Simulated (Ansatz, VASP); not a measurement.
Co: VASP and Ansatz over several settings

```
CELL_PARAMETERS angstrom
2.48692 0.00000 0.00000
-1.24346 2.15374 0.00000
0.00000 0.00000 8.14180
ATOMIC_POSITIONS crystal
Co 0.66667 0.33333 0.75000
Co 0.00000 0.00000 0.50000
Co 0.33333 0.66667 0.25000
Co 0.00000 0.00000 0.00000
```

Single points on this cell with VASP 6.6.1 and Ansatz 0.2.0. Each row is one pair of runs. Alike in all rows: spin: collinear, typed start; k mesh: 12 × 12 × 4; smearing: fermi-dirac, width 0.05 eV; Ansatz's potentials, cutoff: Ansatz PAW, 420 eV.

| level | VASP's potentials, cutoff | gap on the k mesh at the Fermi level (eV), VASP | gap on the k mesh at the Fermi level (eV), Ansatz | pressure (GPa), VASP | pressure (GPa), Ansatz | net moment per atom (μB), VASP | net moment per atom (μB), Ansatz |
| --- | --- | --- | --- | --- | --- | --- | --- |
| RPBE+D3(BJ) | VASP PAW PBE potentials, release 64 (Co_sv), 690 eV | none | none | -25.2 | -23.8 | 1.68 | 1.68 |
| BLYP | VASP PAW PBE potentials, release 64 (Co_sv), 690 eV | none | none | 8.4 | 9.3 | 1.63 | 1.63 |
| b88 exchange, pbe correlation | VASP PAW PBE potentials, release 64 (Co), 600 eV | none | none | -1.0 | -0.1 | 1.65 | 1.66 |

Pressure (GPa): the two programs differ by at most 1.36; net moment per atom (μB): the two programs differ by at most 0.01.

VASP's potentials hold 36 valence electrons a cell and Ansatz's 68 in some rows, so a difference there can come from the potentials and not from the codes.

A gap of «none» marks a metal or a gap that the smearing closes.
